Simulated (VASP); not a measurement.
# AlAs (F-43m) in VASP: further runs

The runs below take AlAs through single point, with PBEsol, LDA, PBE, r2SCAN.

Program: VASP 6.6.1. These are calculated values, not measurements. Logs are shortened: lines on timing, memory, paths and dates and some standing lists are left out, and cuts for length are marked.

## (1) The cell of the first run

The structure is cubic, space group F-43m (No. 216). The conventional cell has a = 5.674 Å, b = 5.674 Å, c = 5.674 Å, α = 90.00°, β = 90.00°, γ = 90.00°. Within 3.2 Å of Al (site symmetry -43m) lie 4 As at 2.46 Å. As (site symmetry -43m) has 4 Al at 2.46 Å within 3.2 Å.

## (2) Single point, PBEsol

INCAR reads:

```
ALGO = Normal
EDIFF = 1E-6
ENCUT = 500
GGA = PS
GGA_COMPAT = False
ISIF = 2
ISMEAR = -1
LASPH = True
LCHARG = False
LREAL = False
LWAVE = False
NBANDS = 11
NELM = 120
PREC = Accurate
SIGMA = 0.02
```

KPOINTS reads:

```
k-points
0
Gamma
  8 8 8
```

POSCAR reads:

```
AlAs
1.0
    0.0000000000      2.8371980175      2.8371980175
    2.8371980175      0.0000000000      2.8371980175
    2.8371980175      2.8371980175      0.0000000000
Al As
1 1
Direct
    0.0000000000      0.0000000000      0.0000000000
    0.2500000000      0.2500000000      0.2500000000
```

Potentials or basis: VASP PAW PBE potentials, release 64 (Al, As).

Launch:

```sh
$ cat potpaw_PBE.64/Al/POTCAR potpaw_PBE.64/As/POTCAR > POTCAR
$ mpirun -np 1 vasp_std > vasp.out
```

OUTCAR:

```text
EDIFF = 1E-6
   ENCUT = 500
   GGA = PS
   ISIF = 2
   ISMEAR = -1
   LASPH = True
   LREAL = False
   NELM = 120
   PREC = Accurate

 ion  position               nearest neighbor table
   1  0.000  0.000  0.000-   2 2.46   2 2.46   2 2.46   2 2.46
   2  0.250  0.250  0.250-   1 2.46   1 2.46   1 2.46   1 2.46

  LATTYP: Found a face centered cubic cell.
 ALAT       =     5.6743960350

  Lattice vectors:

 A1 = (   0.0000000000,   2.8371980175,   2.8371980175)
 A2 = (   2.8371980175,   0.0000000000,   2.8371980175)
 A3 = (   2.8371980175,   2.8371980175,   0.0000000000)

Analysis of symmetry for initial positions (statically):
=====================================================================
 Subroutine PRICEL returns:
 Original cell was already a primitive cell.

 Routine SETGRP: Setting up the symmetry group for a
 face centered cubic supercell.

 Subroutine GETGRP returns: Found 24 space group operations
 (whereof 24 operations were pure point group operations)
 out of a pool of 48 trial point group operations.

The static configuration has the point symmetry T_d .

Analysis of symmetry for dynamics (positions and initial velocities):
=====================================================================
 Subroutine PRICEL returns:
 Original cell was already a primitive cell.

 Routine SETGRP: Setting up the symmetry group for a
 face centered cubic supercell.

 Subroutine GETGRP returns: Found 24 space group operations
 (whereof 24 operations were pure point group operations)
 out of a pool of 48 trial point group operations.

The dynamic configuration has the point symmetry T_d .

 Subroutine INISYM returns: Found 24 space group operations
 (whereof 24 operations are pure point group operations),
 and found     1 'primitive' translations

----------------------------------------------------------------------------------------

                                     Primitive cell

  volume of cell :      45.6771

  direct lattice vectors                    reciprocal lattice vectors
     0.000000000  2.837198018  2.837198018    -0.176230209  0.176230209  0.176230209
     2.837198018  0.000000000  2.837198018     0.176230209 -0.176230209  0.176230209
     2.837198018  2.837198018  0.000000000     0.176230209  0.176230209 -0.176230209

  length of vectors
     4.012403915  4.012403915  4.012403915     0.305239676  0.305239676  0.305239676

  position of ions in fractional coordinates (direct lattice)
     0.000000000  0.000000000  0.000000000
     0.250000000  0.250000000  0.250000000

  ion indices of the primitive-cell ions
   primitive index   ion index
                 1           1
                 2           2

----------------------------------------------------------------------------------------

 KPOINTS: k-points

Automatic generation of k-mesh.
 Grid dimensions read from file:
 generate k-points for:    8    8    8

 Generating k-lattice:

  Cartesian coordinates                     Fractional coordinates (reciprocal lattice)
    -0.022028776  0.022028776  0.022028776     0.125000000  0.000000000  0.000000000
     0.022028776 -0.022028776  0.022028776     0.000000000  0.125000000  0.000000000
     0.022028776  0.022028776 -0.022028776     0.000000000  0.000000000  0.125000000

  Length of vectors
     0.038154960  0.038154960  0.038154960

  Shift w.r.t. Gamma in fractional coordinates (k-lattice)
     0.000000000  0.000000000  0.000000000

 Subroutine IBZKPT returns following result:
 ===========================================

 Found     29 irreducible k-points:

 Following reciprocal coordinates:
            Coordinates               Weight
  0.000000  0.000000  0.000000      1.000000
  0.125000  0.000000  0.000000      8.000000
  0.250000  0.000000  0.000000      8.000000
  0.375000  0.000000  0.000000      8.000000
  0.500000  0.000000  0.000000      4.000000
  0.125000  0.125000  0.000000      6.000000
[... 16 lines left out ...]
  0.500000  0.250000  0.125000     48.000000
 -0.375000  0.250000  0.125000     24.000000
 [... further k-points ...]
   k-points           NKPTS =     29   k-points in BZ     NKDIM =     29   number of bands    NBANDS=     11
   number of dos      NEDOS =    301   number of ions     NIONS =      2
   total plane-waves  NPLWV =  27000
   dimension x,y,z NGX =    30 NGY =   30 NGZ =   30
   dimension x,y,z NGXF=    60 NGYF=   60 NGZF=   60
   ions per type =               1   1
   NGX,Y,Z   is equivalent  to a cutoff of  12.43, 12.43, 12.43 a.u.
   NGXF,Y,Z  is equivalent  to a cutoff of  24.86, 24.86, 24.86 a.u.
 SYSTEM =  unknown system
   PREC   = accura    normal or accurate (medium, high low for compatibility)
   ISTART =      0    job   : 0-new  1-cont  2-samecut
   ICHARG =      2    charge: 1-file 2-atom 10-const
   ISPIN  =      1    spin polarized calculation?
   LNONCOLLINEAR =      F non collinear calculations
   LSORBIT =      F    spin-orbit coupling
   LASPH  =      T    aspherical Exc in radial PAW
   ENCUT  =  500.0 eV  36.75 Ry    6.06 a.u.   7.32  7.32  7.32*2*pi/ulx,y,z
   NELM   =    120;   NELMIN=  2; NELMDL= -5     # of ELM steps
   EDIFF  = 0.1E-05   stopping-criterion for ELM
   LREAL  =      F    real-space projection
   EDIFFG = 0.1E-04   stopping-criterion for IOM
   NSW    =      0    number of steps for IOM
   IBRION =     -1    ionic relax: 0-MD 1-quasi-New 2-CG
   NFREE  =      0    steps in history (QN), initial steepest desc. (CG)
   ISIF   =      2    stress and relaxation
   ISYM   =      2    0-nonsym 1-usesym 2-fastsym
   POTIM  = 0.5000    time-step for ionic-motion
   TEBEG  =    0.0;   TEEND  =   0.0 temperature during run
   PSTRESS=    0.0 pullay stress
   NELECT =       8.0000    total number of electrons
   NUPDOWN=      -1.0000    fix difference up-down
   EMIN   =  10.00;   EMAX   =-10.00  energy-range for DOS
   EFERMI =   0.00;   METHOD = LEGACY
   ISMEAR =    -1;   SIGMA  =   0.02  broadening in eV -4-tet -1-fermi 0-gaus
   EFERMI_NEDOS =   21; number of points for ismear=-14 and -15
   IALGO  =     38    algorithm
   IMIX   =      4    mixing-type and parameters
     AMIX     =   0.40;   BMIX     =  1.00
     AMIX_MAG =   1.60;   BMIX_MAG =  1.00
  volume/ion in A,a.u.               =      22.84       154.12
  Fermi-wavevector in a.u.,A,eV,Ry     =   0.915950  1.730895 11.414808  0.838965
  Thomas-Fermi vector in A             =   2.040750
   LORBIT       =      0    0 simple, 1 ext, 2 COOP (PROOUT), +10 PAW based schemes
   GGA     = PS    functional components
   LHFCALC =     F    Hartree Fock is set to
   AEXX    =    0.0000 exact exchange contribution
   IVDW    =     0    specifies the selected vdW correction
   LEPSILON=     F    determine dielectric tensor
   LRPA    =     F    only Hartree local field effects (RPA)
 non-spin polarized calculation
  energy-cutoff  :      500.00
  volume of cell :       45.68
 maximum number of plane-waves:      1211
 NGX is ok and might be reduce to    30
   NGX = 15   NGY = 15   NGZ = 15

 number of electron       8.0000000 magnetization

 Free energy of the ion-electron system (eV)
  ---------------------------------------------------
  ext. energy  EPLUGINS =         0.00000000
  ---------------------------------------------------
  free energy    TOTEN  =       -10.06467404 eV

  energy without entropy =      -10.06467404  energy(sigma->0) =      -10.06467404

 E-fermi :   4.1907     XC(G=0):  -9.1679

 val. band max:        3.7412244473   @ k =   0.0000   0.0000   0.0000
 cond. band min:       5.0725560654   @ k =   0.5000   0.5000   0.0000
 fundamental gap:      1.3313316181
 Fermi energy:         4.1907182808

 k-point     1 :       0.0000    0.0000    0.0000
  band No.  band energies     occupation
      1      -8.1055      2.00000
      2       3.7412      2.00000
      3       3.7412      2.00000
      4       3.7412      2.00000
      5       5.6649      0.00000
      6       7.9919      0.00000
      7       7.9919      0.00000
      8       7.9919      0.00000
      9      12.4126      0.00000
     10      12.7173      0.00000
     11      12.7173      0.00000

 k-point     2 :       0.1250    0.0000    0.0000
  band No.  band energies     occupation
      1      -7.9535      2.00000
      2       2.2980      2.00000
      3       3.5807      2.00000
      4       3.5807      2.00000
      5       6.4367      0.00000
      6       8.2726      0.00000
      7       8.2726      0.00000
      8       8.3705      0.00000
      9      12.0924      0.00000
     10      12.0924      0.00000
     11      13.1424      0.00000

 k-point     3 :       0.2500    0.0000    0.0000
  band No.  band energies     occupation
      1      -7.5316      2.00000
      2       0.3443      2.00000
      3       3.2643      2.00000
      4       3.2643      2.00000
      5       6.2696      0.00000
      6       8.6077      0.00000
      7       8.6077      0.00000
      8      10.0787      0.00000
      9      11.9817      0.00000
     10      11.9817      0.00000
     11      12.9494      0.00000

 k-point     4 :       0.3750    0.0000    0.0000
  band No.  band energies     occupation
      1      -6.9861      2.00000
      2      -1.1974      2.00000
      3       3.0120      2.00000
      4       3.0120      2.00000
      5       5.9254      0.00000
      6       8.4860      0.00000
      7       8.4860      0.00000
      8      11.2858      0.00000
      9      13.2770      0.00000
     10      13.2770      0.00000
     11      13.3128      0.00000

 k-point     5 :       0.5000    0.0000    0.0000
  band No.  band energies     occupation
      1      -6.6947      2.00000
      2      -1.8299      2.00000
      3       2.9204      2.00000
      4       2.9204      2.00000
      5       5.7956      0.00000
      6       8.3673      0.00000
      7       8.3673      0.00000
      8      11.3053      0.00000
      9      14.7437      0.00000
     10      15.2122      0.00000
     11      15.2122      0.00000
[... 211 lines left out ...]
 k-point    21 :       0.5000    0.5000    0.0000
  band No.  band energies     occupation
      1      -6.1508      2.00000
      2      -1.6770      2.00000
      3       1.5710      2.00000
      4       1.5710      2.00000
      5       5.0726      0.00000
      6       5.9578      0.00000
      7      13.9679      0.00000
      8      13.9679      0.00000
      9      15.3313      0.00000
     10      16.2461      0.00000
     11      16.2461      0.00000

 k-point    22 :       0.3750    0.2500    0.1250
  band No.  band energies     occupation
      1      -7.1789      2.00000
      2      -0.0294      2.00000
      3       1.7825      2.00000
      4       2.7655      2.00000
      5       7.2639      0.00000
      6       7.9396      0.00000
      7       8.9586      0.00000
      8      10.2093      0.00000
      9      11.8309      0.00000
     10      14.0833      0.00000
     11      15.6357      0.00000

 k-point    23 :       0.5000    0.2500    0.1250
  band No.  band energies     occupation
      1      -6.6882      2.00000
      2      -1.0369      2.00000
      3       1.1943      2.00000
      4       2.3823      2.00000
      5       7.3448      0.00000
      6       8.1206      0.00000
      7       9.4463      0.00000
      8      10.5378      0.00000
      9      12.9854      0.00000
     10      14.1889      0.00000
     11      15.7686      0.00000

 k-point    24 :      -0.3750    0.2500    0.1250
  band No.  band energies     occupation
      1      -6.4348      2.00000
      2      -1.5145      2.00000
      3       1.0426      2.00000
      4       2.1986      2.00000
      5       7.3359      0.00000
      6       7.8977      0.00000
      7      10.3561      0.00000
      8      11.2868      0.00000
      9      12.0088      0.00000
     10      14.6298      0.00000
     11      15.8943      0.00000

 [... further k-points ...]
[... 5 lines left out ...]
  --------------------------------------------------------------------------------------
  -------------------------------------------------------------------------------------
  Total        0.0800885      0.0800885      0.0800885      0.0000000      0.0000000     -0.0000000
  in kB        2.8091947      2.8091947      2.8091947      0.0000000      0.0000000     -0.0000000
  external PRESSURE =       2.8091947 kB  Pullay stress =       0.0000000 kB

 VOLUME and BASIS-vectors are now :
 -----------------------------------------------------------------------------
  energy-cutoff  :      500.00
  volume of cell :       45.68
      direct lattice vectors                 reciprocal lattice vectors
     0.000000000  2.837198018  2.837198018    -0.176230209  0.176230209  0.176230209
     2.837198018  0.000000000  2.837198018     0.176230209 -0.176230209  0.176230209
     2.837198018  2.837198018  0.000000000     0.176230209  0.176230209 -0.176230209

 POSITION                                       TOTAL-FORCE (eV/Angst)
 -----------------------------------------------------------------------------------
      0.00000      0.00000      0.00000        -0.000000     -0.000000     -0.000000
      1.41860      1.41860      1.41860         0.000000      0.000000      0.000000
 -----------------------------------------------------------------------------------
    total drift:                                0.000000      0.000000     -0.000000

  FREE ENERGIE OF THE ION-ELECTRON SYSTEM (eV)
  ---------------------------------------------------
  free  energy   TOTEN  =       -10.0646740384 eV

  energy  without entropy=      -10.0646740384  energy(sigma->0) =      -10.06467404
```

It took 18 s on 1 thread of Intel Xeon Platinum 8488C (Sapphire Rapids), shared host; peak memory 0.17 GiB.

What came out:

```yaml
Free_energy: -10.0647 eV
Pressure: 0.3 GPa
Band_gap_on_the_k_mesh: 1.33 eV, indirect (least direct gap 1.92 eV)
```

Caveat: the PAW data sets were made with another functional, which shifts forces and pressure a little. A k mesh can miss the band edges.

## (3) Single point, LDA

This run uses another cell than the first one, of 22.29 Å³/atom, 0.976 times its volume.

INCAR reads:

```
SYSTEM = AlAs
PREC = Accurate ; ENCUT = 500
EDIFF = 1E-6 ; ISMEAR = -1
SIGMA = 0.02 ; LREAL = .False.
LASPH = .True. ; NELM = 120
ALGO = Normal ; ISIF = 2
LWAVE = .False. ; LCHARG = .False.
NBANDS = 11 ; GGA_COMPAT = .False.
```

KPOINTS reads:

```
Automatic mesh
0
Gamma
  8 8 8
  0 0 0
```

POSCAR reads:

```
AlAs
1.0
    0.0000000000      2.8144367059      2.8144367059
    2.8144367059      0.0000000000      2.8144367059
    2.8144367059      2.8144367059      0.0000000000
Al As
1 1
Direct
    0.0000000000      0.0000000000      0.0000000000
    0.2500000000      0.2500000000      0.2500000000
```

Potentials or basis: VASP PAW LDA potentials, release 64 (Al, As).

Launch:

```sh
$ cat potpaw_LDA.64/Al/POTCAR potpaw_LDA.64/As/POTCAR > POTCAR
$ mpirun -np 1 vasp_std > vasp.out
```

Wall time 16 s (1 thread of Intel Xeon Platinum 8488C (Sapphire Rapids), shared host); peak memory 0.15 GiB.

The run converged. Its results:

| Quantity | Value |
| --- | --- |
| Free energy | -10.5139 eV |
| Pressure | 0.4 GPa |
| Band gap on the k mesh | 1.31 eV, indirect (least direct gap 2.02 eV) |

Levels at points of the mesh, in eV from the valence-band top:
```csv
k point,band 1,band 2,band 3,band 4,band 5,band 6,band 7,band 8
"(0.00, 0.00, 0.00)",-11.99,0.00,0.00,0.00,2.02,4.27,4.27,4.27
"(0.50, 0.00, 0.00)",-10.54,-5.67,-0.84,-0.84,2.09,4.65,4.65,7.62
"(0.50, 0.50, 0.00)",-9.97,-5.51,-2.22,-2.22,1.31,2.20,10.33,10.33
```

## (4) Single point, PBE

This run uses another cell than the first one, of 23.48 Å³/atom, 1.028 times its volume.

INCAR reads:

```
ALGO     = Normal         # electronic algorithm
EDIFF    = 1E-6           # SCF threshold, eV
ENCUT    = 500            # plane-wave cutoff, eV
GGA      = PE             # functional
GGA_COMPAT= F            
ISIF     = 2              # what is computed and relaxed
ISMEAR   = -1             # smearing method
LASPH    = T              # aspherical terms in the spheres
LCHARG   = F              # write CHGCAR
LREAL    = F              # projectors in reciprocal space
LWAVE    = F              # write WAVECAR
NBANDS   = 11             # bands
NELM     = 120            # most SCF steps
PREC     = Accurate       # precision mode
SIGMA    = 0.02           # smearing width, eV
```

KPOINTS reads:

```
k-points
0
Gamma
  8 8 8
```

POSCAR reads:

```
AlAs
1.0
    0.0000000000      2.8636840509      2.8636840509
    2.8636840509      0.0000000000      2.8636840509
    2.8636840509      2.8636840509      0.0000000000
Al As
1 1
Direct
    0.0000000000      0.0000000000      0.0000000000
    0.2500000000      0.2500000000      0.2500000000
```

Potentials or basis: VASP PAW PBE potentials, release 64 (Al, As).

Launch:

```sh
$ cat potpaw_PBE.64/Al/POTCAR potpaw_PBE.64/As/POTCAR > POTCAR
$ mpirun -np 1 vasp_std > vasp.out
```

Run time: 15 s. Hardware: 1 thread of Intel Xeon Platinum 8488C (Sapphire Rapids), shared host; peak memory 0.17 GiB.

Results (log left out):

```yaml
Free_energy: -9.3880 eV
Pressure: 0.2 GPa
Band_gap_on_the_k_mesh: 1.49 eV, indirect (least direct gap 1.78 eV)
```

Levels at points of the mesh, in eV from the valence-band top:
```
           k point  band 1  band 2  band 3  band 4  band 5  band 6  band 7  band 8
(0.00, 0.00, 0.00)  -11.67    0.00    0.00    0.00    1.78    4.23    4.23    4.23
(0.50, 0.00, 0.00)  -10.33   -5.42   -0.80   -0.80    2.01    4.65    4.65    7.68
(0.50, 0.50, 0.00)   -9.81   -5.31   -2.10   -2.10    1.49    2.29   10.06   10.06
```

(Continued in part 2 of 2.)
